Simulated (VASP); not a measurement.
# Al2Pt (Fm-3m) in VASP: further runs

Al2Pt is run at these levels: r2SCAN; tasks: relaxation of cell and atoms, relaxation of the atoms.

Everything below comes from runs of VASP 6.6.1. Logs are shortened: lines on timing, memory, paths and dates and some standing lists are left out, and cuts for length are marked.

**1. The cell of the first run**

The structure is cubic, space group Fm-3m (No. 225). The conventional cell has a = 5.910 Å, b = 5.910 Å, c = 5.910 Å, α = 90.00°, β = 90.00°, γ = 90.00°. Al (site symmetry -43m) has 4 Pt at 2.56 Å and 6 Al at 2.96 Å within 3.4 Å. Pt (site symmetry m-3m) has 8 Al at 2.56 Å within 3.4 Å.

**2. Relaxation of cell and atoms, r2SCAN**

POSCAR reads:

```
Al2Pt
1.0
    0.0000000000      2.9550000000      2.9550000000
    2.9550000000      0.0000000000      2.9550000000
    2.9550000000      2.9550000000      0.0000000000
Al Pt
2 1
Direct
    0.2500000000      0.2500000000      0.2500000000
    0.7500000000      0.7500000000      0.7500000000
    0.0000000000      0.0000000000      0.0000000000
```

INCAR.step1 reads:

```
ALGO     = Normal         # electronic algorithm
EDIFF    = 1E-4           # SCF threshold, eV
ENCUT    = 600            # plane-wave cutoff, eV
GGA      = PE             # functional
ISMEAR   = -1             # smearing method
LASPH    = True           # aspherical terms in the spheres
LCHARG   = False          # write CHGCAR
LREAL    = False          # projectors in reciprocal space
LWAVE    = True           # write WAVECAR
NELM     = 80             # most SCF steps
PREC     = Accurate       # precision mode
SIGMA    = 0.1            # smearing width, eV
```

INCAR.step2 reads:

```
ALGO     = Normal         # electronic algorithm
EDIFF    = 1E-7           # SCF threshold, eV
EDIFFG   = -0.01          # ionic threshold
ENCUT    = 600            # plane-wave cutoff, eV
IBRION   = 2              # ionic algorithm
ISIF     = 3              # what is computed and relaxed
ISMEAR   = -1             # smearing method
ISTART   = 1            
LASPH    = True           # aspherical terms in the spheres
LCHARG   = False          # write CHGCAR
LMIXTAU  = True         
LREAL    = False          # projectors in reciprocal space
LWAVE    = False          # write WAVECAR
METAGGA  = R2SCAN         # meta-GGA
NELM     = 80             # most SCF steps
NSW      = 80             # ionic steps
PREC     = Accurate       # precision mode
SIGMA    = 0.1            # smearing width, eV
```

KPOINTS reads:

```
k-points
0
Gamma
  9 9 9
```

Potentials or basis: VASP PAW PBE potentials, release 64 (Al, Pt).

On the command line:

```
$ cat potpaw_PBE.64/Al/POTCAR potpaw_PBE.64/Pt/POTCAR > POTCAR
$ cp INCAR.step1 INCAR
$ mpirun -np 1 vasp_std > vasp.out
$ cp INCAR.step2 INCAR
$ mpirun -np 1 vasp_std > vasp.out
```

OUTCAR:

```text
EDIFF = 1E-7
   EDIFFG = -0.01
   ENCUT = 600
   IBRION = 2
   ISIF = 3
   ISMEAR = -1
   ISTART = 1
   LASPH = True
   LREAL = False
   METAGGA = R2SCAN
   NELM = 80
   NSW = 80
   PREC = Accurate

 ion  position               nearest neighbor table
   1  0.250  0.250  0.250-   3 2.56   3 2.56   3 2.56   3 2.56   2 2.96   2 2.96   2 2.96   2 2.96
                             2 2.96   2 2.96
   2  0.750  0.750  0.750-   3 2.56   3 2.56   3 2.56   3 2.56   1 2.96   1 2.96   1 2.96   1 2.96
                             1 2.96   1 2.96
   3  0.000  0.000  0.000-   2 2.56   2 2.56   2 2.56   1 2.56   2 2.56   1 2.56   1 2.56   1 2.56

  LATTYP: Found a face centered cubic cell.
 ALAT       =     5.9100000000

  Lattice vectors:

 A1 = (   0.0000000000,   2.9550000000,   2.9550000000)
 A2 = (   2.9550000000,   0.0000000000,   2.9550000000)
 A3 = (   2.9550000000,   2.9550000000,   0.0000000000)

Analysis of symmetry for initial positions (statically):
=====================================================================
 Subroutine PRICEL returns:
 Original cell was already a primitive cell.

 Routine SETGRP: Setting up the symmetry group for a
 face centered cubic supercell.

 Subroutine GETGRP returns: Found 48 space group operations
 (whereof 48 operations were pure point group operations)
 out of a pool of 48 trial point group operations.

The static configuration has the point symmetry O_h .

Analysis of symmetry for dynamics (positions and initial velocities):
=====================================================================
 Subroutine PRICEL returns:
 Original cell was already a primitive cell.

 Routine SETGRP: Setting up the symmetry group for a
 face centered cubic supercell.

 Subroutine GETGRP returns: Found 48 space group operations
 (whereof 48 operations were pure point group operations)
 out of a pool of 48 trial point group operations.

The dynamic configuration has the point symmetry O_h .

 Subroutine INISYM returns: Found 48 space group operations
 (whereof 48 operations are pure point group operations),
 and found     1 'primitive' translations

----------------------------------------------------------------------------------------

                                     Primitive cell

  volume of cell :      51.6063

  direct lattice vectors                    reciprocal lattice vectors
     0.000000000  2.955000000  2.955000000    -0.169204738  0.169204738  0.169204738
     2.955000000  0.000000000  2.955000000     0.169204738 -0.169204738  0.169204738
     2.955000000  2.955000000  0.000000000     0.169204738  0.169204738 -0.169204738

  length of vectors
     4.179001077  4.179001077  4.179001077     0.293071203  0.293071203  0.293071203

  position of ions in fractional coordinates (direct lattice)
     0.250000000  0.250000000  0.250000000
     0.750000000  0.750000000  0.750000000
     0.000000000  0.000000000  0.000000000

  ion indices of the primitive-cell ions
   primitive index   ion index
                 1           1
                 2           2
                 3           3

----------------------------------------------------------------------------------------

 KPOINTS: k-points

Automatic generation of k-mesh.
 Grid dimensions read from file:
 generate k-points for:    9    9    9

 Generating k-lattice:

  Cartesian coordinates                     Fractional coordinates (reciprocal lattice)
    -0.018800526  0.018800526  0.018800526     0.111111111  0.000000000  0.000000000
     0.018800526 -0.018800526  0.018800526     0.000000000  0.111111111  0.000000000
     0.018800526  0.018800526 -0.018800526     0.000000000  0.000000000  0.111111111

  Length of vectors
     0.032563467  0.032563467  0.032563467

  Shift w.r.t. Gamma in fractional coordinates (k-lattice)
     0.000000000  0.000000000  0.000000000

 Subroutine IBZKPT returns following result:
 ===========================================

 Found     35 irreducible k-points:

 Following reciprocal coordinates:
            Coordinates               Weight
  0.000000  0.000000  0.000000      1.000000
  0.111111  0.000000  0.000000      8.000000
  0.222222  0.000000  0.000000      8.000000
  0.333333  0.000000  0.000000      8.000000
  0.444444  0.000000  0.000000      8.000000
  0.111111  0.111111  0.000000      6.000000
[... 16 lines left out ...]
 -0.333333  0.333333  0.000000     12.000000
  0.444444  0.444444  0.000000      6.000000
 [... further k-points ...]
   k-points           NKPTS =     35   k-points in BZ     NKDIM =     35   number of bands    NBANDS=     12
   number of dos      NEDOS =    301   number of ions     NIONS =      3
   total plane-waves  NPLWV =  46656
   dimension x,y,z NGX =    36 NGY =   36 NGZ =   36
   dimension x,y,z NGXF=    72 NGYF=   72 NGZF=   72
   ions per type =               2   1
   NGX,Y,Z   is equivalent  to a cutoff of  14.32, 14.32, 14.32 a.u.
   NGXF,Y,Z  is equivalent  to a cutoff of  28.64, 28.64, 28.64 a.u.
 SYSTEM =  unknown system
   PREC   = accura    normal or accurate (medium, high low for compatibility)
   ISTART =      1    job   : 0-new  1-cont  2-samecut
   ICHARG =      0    charge: 1-file 2-atom 10-const
   ISPIN  =      1    spin polarized calculation?
   LNONCOLLINEAR =      F non collinear calculations
   LSORBIT =      F    spin-orbit coupling
   LASPH  =      T    aspherical Exc in radial PAW
   ENCUT  =  600.0 eV  44.10 Ry    6.64 a.u.   8.35  8.35  8.35*2*pi/ulx,y,z
   NELM   =     80;   NELMIN=  2; NELMDL=  0     # of ELM steps
   EDIFF  = 0.1E-06   stopping-criterion for ELM
   LREAL  =      F    real-space projection
   EDIFFG = -.1E-01   stopping-criterion for IOM
   NSW    =     80    number of steps for IOM
   IBRION =      2    ionic relax: 0-MD 1-quasi-New 2-CG
   NFREE  =      1    steps in history (QN), initial steepest desc. (CG)
   ISIF   =      3    stress and relaxation
   ISYM   =      2    0-nonsym 1-usesym 2-fastsym
   POTIM  = 0.5000    time-step for ionic-motion
   TEBEG  =    0.0;   TEEND  =   0.0 temperature during run
   PSTRESS=    0.0 pullay stress
   NELECT =      16.0000    total number of electrons
   NUPDOWN=      -1.0000    fix difference up-down
   EMIN   =  10.00;   EMAX   =-10.00  energy-range for DOS
   EFERMI =   0.00;   METHOD = LEGACY
   ISMEAR =    -1;   SIGMA  =   0.10  broadening in eV -4-tet -1-fermi 0-gaus
   EFERMI_NEDOS =   21; number of points for ismear=-14 and -15
   IALGO  =     38    algorithm
   IMIX   =      4    mixing-type and parameters
     AMIX     =   0.40;   BMIX     =  1.00
     AMIX_MAG =   1.60;   BMIX_MAG =  1.00
  volume/ion in A,a.u.               =      17.20       116.09
  Fermi-wavevector in a.u.,A,eV,Ry     =   1.108019  2.093853 16.703966  1.227707
  Thomas-Fermi vector in A             =   2.244541
   LORBIT       =      0    0 simple, 1 ext, 2 COOP (PROOUT), +10 PAW based schemes
   METAGGA = R2SCAN    functional components
   LHFCALC =     F    Hartree Fock is set to
   AEXX    =    0.0000 exact exchange contribution
   IVDW    =     0    specifies the selected vdW correction
   LEPSILON=     F    determine dielectric tensor
   LRPA    =     F    only Hartree local field effects (RPA)
 conjugate gradient relaxation of ions
 non-spin polarized calculation
  energy-cutoff  :      600.00
  volume of cell :       51.61
 maximum number of plane-waves:      1759
 NGX is ok and might be reduce to    36
   NGX = 17   NGY = 17   NGZ = 17

--------------------------------------- Ionic step        1  -------------------------------------------

 number of electron      16.0000001 magnetization

 Free energy of the ion-electron system (eV)
  ---------------------------------------------------
  ext. energy  EPLUGINS =         0.00000000
  ---------------------------------------------------
  free energy    TOTEN  =       -67.93169399 eV

  energy without entropy =      -67.89963972  energy(sigma->0) =      -67.91566685

------------------------ aborting loop because EDIFF is reached ----------------------------------------

  FORCE on cell =-STRESS in cart. coord.  units (eV):
  Direction    XX          YY          ZZ          XY          YZ          ZX
  --------------------------------------------------------------------------------------
  -------------------------------------------------------------------------------------
  Total       -0.2141726     -0.2141726     -0.2141726      0.0000000      0.0000000      0.0000000
  in kB       -6.6492414     -6.6492414     -6.6492414      0.0000000      0.0000000      0.0000000
  external PRESSURE =      -6.6492414 kB  Pullay stress =       0.0000000 kB
[... 59 lines left out ...]
  energy  without entropy=      -67.8998520518  energy(sigma->0) =      -67.91571088

--------------------------------------- Ionic step        3  -------------------------------------------

 number of electron      16.0000000 magnetization

 Free energy of the ion-electron system (eV)
  ---------------------------------------------------
  ext. energy  EPLUGINS =         0.00000000
  ---------------------------------------------------
  free energy    TOTEN  =       -67.93224865 eV

  energy without entropy =      -67.90035976  energy(sigma->0) =      -67.91630421

 E-fermi :   7.9129     XC(G=0): -11.4838

 val. band max:        7.8670065624   @ k =   0.4444   0.3333   0.1111
 cond. band min:       7.9618543446   @ k =  -0.4444   0.2222   0.0000
 fundamental gap:      0.0948477823
 Fermi energy:         7.9129146929

 k-point     1 :       0.0000    0.0000    0.0000
  band No.  band energies     occupation
      1      -2.9289      2.00000
      2       2.5022      2.00000
      3       2.5022      2.00000
      4       2.5022      2.00000
      5       3.9235      2.00000
      6       3.9235      2.00000
      7      11.5655      0.00000
      8      11.8293      0.00000
      9      11.8293      0.00000
     10      11.8293      0.00000
     11      13.6641      0.00000
     12      13.6641      0.00000
[... 331 lines left out ...]
 k-point    24 :       0.4444    0.4444    0.0000
  band No.  band energies     occupation
      1       0.6462      2.00000
      2       1.5138      2.00000
      3       2.2511      2.00000
      4       3.7762      2.00000
      5       3.7762      2.00000
      6       4.4418      2.00000
      7       4.4489      2.00000
      8       6.2934      2.00000
      9       6.2934      2.00000
     10      11.4398      0.00000
     11      11.6079      0.00000
     12      16.3593      0.00000

 [... further k-points ...]
[... 5 lines left out ...]
  --------------------------------------------------------------------------------------
  -------------------------------------------------------------------------------------
  Total        0.0157998      0.0157998      0.0157998      0.0000000      0.0000000      0.0000000
  in kB        0.4930005      0.4930005      0.4930005      0.0000000      0.0000000      0.0000000
  external PRESSURE =       0.4930005 kB  Pullay stress =       0.0000000 kB
[... 18 lines left out ...]
  FREE ENERGIE OF THE ION-ELECTRON SYSTEM (eV)
  ---------------------------------------------------
  free  energy   TOTEN  =       -67.9322486548 eV

  energy  without entropy=      -67.9003597642  energy(sigma->0) =      -67.91630421

 reached required accuracy - stopping structural energy minimisation
```

Run time: 9.2 min. Hardware: 1 thread of Intel Xeon 8259CL, shared host; peak memory 0.24 GiB.

Results:

```
Free energy                           : -67.9322 eV
Relaxed volume                        : 17.12 Å³/atom
Relaxed cell                          : a = 4.172 Å, b = 4.172 Å, c = 4.172 Å, α = 60.00°, β = 60.00°, γ = 60.00°
Space group after relaxing (to 0.1 Å) : Fm-3m (No. 225)
Energy gained by relaxing             : 0.2 meV/atom
Ionic steps                           : 3
Pressure after relaxing               : 0.0 GPa
Band gap on the k mesh                : zero (bands 8 and 9 overlap by 5.54 eV)
```

Step by step:
```csv
step,energy change (eV),largest force (eV/Å),pressure (GPa),volume (Å³)
1,0.0000,0.0000,-0.66,51.61
2,0.0001,0.0000,0.82,51.07
3,-0.0006,0.0000,0.05,51.35
```

Final structure:
```
CELL_PARAMETERS angstrom
0.00000 2.95004 2.95004
2.95004 0.00000 2.95004
2.95004 2.95004 0.00000
ATOMIC_POSITIONS crystal
Al 0.25000 0.25000 0.25000
Al 0.75000 0.75000 0.75000
Pt 0.00000 0.00000 0.00000
```

Levels at points of the mesh, in eV from the Fermi level:
```csv
k point,band 4,band 5,band 6,band 7,band 8,band 9,band 10,band 11,band 12
"(0.00, 0.00, 0.00)",-5.41,-3.99,-3.99,3.65,3.92,3.92,3.92,5.75,5.75
```

Caveat: the PAW data sets were made with another functional, which shifts forces and pressure a little; spin-orbit coupling is left out, which moves the levels of the heavy elements.

**3. Relaxation of the atoms, r2SCAN**

This run uses another cell than the first one, of 16.11 Å³/atom.

POSCAR reads:

```
Al2Pt
1.0
    0.0000000000      2.8911530000      2.8911530000
    2.8911530000      0.0000000000      2.8911530000
    2.8911530000      2.8911530000      0.0000000000
Al Pt
2 1
Direct
    0.2500000000      0.2500000000      0.2500000000
    0.7500000000      0.7500000000      0.7500000000
    0.0000000000      0.0000000000      0.0000000000
```

INCAR.step1 reads:

```
PREC = Accurate ; ENCUT = 520
ISMEAR = -1 ; SIGMA = 0.1
LREAL = False ; LASPH = True
NELM = 60 ; GGA = PE
ALGO = Normal ; EDIFF = 1E-4
LWAVE = True ; LCHARG = False
```

INCAR.step2 reads:

```
PREC = Accurate ; ENCUT = 520
EDIFF = 1E-6 ; ISMEAR = -1
SIGMA = 0.1 ; LREAL = False
LASPH = True ; NELM = 60
ALGO = Normal ; ISIF = 2
LWAVE = False ; LCHARG = False
METAGGA = R2SCAN ; LMIXTAU = True
IBRION = 2 ; NSW = 50
EDIFFG = -0.01 ; ISTART = 1
```

KPOINTS reads:

```
regular mesh
0
Gamma
  10 10 10
```

Potentials or basis: VASP PAW PBE potentials, release 64 (Al, Pt).

On the command line:

```
$ cat potpaw_PBE.64/Al/POTCAR potpaw_PBE.64/Pt/POTCAR > POTCAR
$ cp INCAR.step1 INCAR
$ mpirun -np 1 vasp_std > vasp.out
$ cp INCAR.step2 INCAR
$ mpirun -np 1 vasp_std > vasp.out
```

Run time: 3.3 min. Hardware: 1 thread of Intel Xeon 8259CL, shared host; peak memory 0.19 GiB.

Results (log left out):

| Quantity | Value |
| --- | --- |
| Free energy | -67.8419 eV |
| Pressure after relaxing | 9.9 GPa |
| Band gap on the k mesh | zero (bands 8 and 9 overlap by 5.86 eV) |

Final structure:
```xyz
3
Lattice="0.0000 2.8912 2.8912 2.8912 0.0000 2.8912 2.8912 2.8912 0.0000" Properties=species:S:1:pos:R:3 pbc="T T T"
Al    1.4456    1.4456    1.4456
Al    4.3367    4.3367    4.3367
Pt    0.0000    0.0000    0.0000
```

Levels at points of the mesh, in eV from the Fermi level:
```tsv
k point	band 5	band 6	band 7	band 8	band 9	band 10	band 11	band 12
(0.00, 0.00, 0.00)	-4.21	-4.21	4.02	4.02	4.02	4.22	6.18	6.18
(0.50, 0.00, 0.00)	-4.13	-3.92	-3.92	1.04	1.04	4.47	5.83	5.83
(0.50, 0.50, 0.00)	-4.24	-3.84	-3.60	-1.84	-1.84	3.84	4.04	8.48
```

Caveat: the relaxation stopped at its first step, so nothing moved; the PAW data sets were made with another functional, which shifts forces and pressure a little; spin-orbit coupling is left out, which moves the levels of the heavy elements.

(Continued in part 2 of 2.)

The gap in the log of VASP goes by the Fermi energy; the results here count the filled bands.